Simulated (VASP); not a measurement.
Input of a VASP 6.6.1 run:

INCAR

```
PREC     = Accurate       # precision mode
ENCUT    = 520            # plane-wave cutoff, eV
EDIFF    = 1E-7           # SCF threshold, eV
ISMEAR   = 0              # smearing method
SIGMA    = 0.1            # smearing width, eV
LREAL    = F              # projectors in reciprocal space
LASPH    = T              # aspherical terms in the spheres
NELM     = 80             # most SCF steps
ALGO     = Normal         # electronic algorithm
ISIF     = 2              # what is computed and relaxed
LWAVE    = F              # write WAVECAR
LCHARG   = T              # write CHGCAR
LDIPOL   = T            
IDIPOL   = 3            
DIPOL    = 0.5 0.5 0.318
GGA      = PE             # functional
LELF     = T              # ELF
LVHAR    = T            
LVACPOTAV= T            
NBANDS   = 60             # bands
```

Contents of KPOINTS:

```
regular mesh
0
Gamma
  4 5 1
```

Contents of POSCAR:

```
Zr8C
1.0
    6.4655797184      0.0000000000      0.0000000000
    0.0000000000      5.1691196971      0.0000000000
    0.0000000000      0.0000000000     18.9770873264
Zr C
8 1
Direct
    0.0000000000      0.7500000000      0.2107805024
    0.5000000000      0.7500000000      0.2107805024
    0.2500000000      0.2500000000      0.2599569661
    0.7500000000      0.2500000000      0.2599569661
    0.2500000000      0.7500000000      0.3477072663
    0.7500000000      0.7500000000      0.3477072663
    0.0000000000      0.2500000000      0.3940060557
    0.5000000000      0.2500000000      0.3940060557
    0.1250000000      0.7500000000      0.4406047385
```

Potentials or basis: VASP PAW PBE potentials, release 64 (Zr_sv, C).

Command:

```console
$ cat potpaw_PBE.64/Zr_sv/POTCAR potpaw_PBE.64/C/POTCAR > POTCAR
$ mpirun -np 1 vasp_std > vasp.out
```

Task: Predict the largest force.

Result: 2.378 eV/Å.

Task: Estimate the band gap on the k mesh.

Result: Zero (bands 50 and 51 overlap by 0.42 eV).

Forces on the atoms (eV/Å):
```
Zr  -0.199  0.000 -0.057
Zr  -0.104  0.000 -0.099
Zr   0.043  0.000 -0.405
Zr  -0.245  0.000 -0.158
Zr   1.716  0.000 -1.117
Zr   0.548  0.000  0.421
Zr   0.387  0.000  1.210
Zr   0.231  0.000  0.152
C   -2.378  0.000  0.052
```
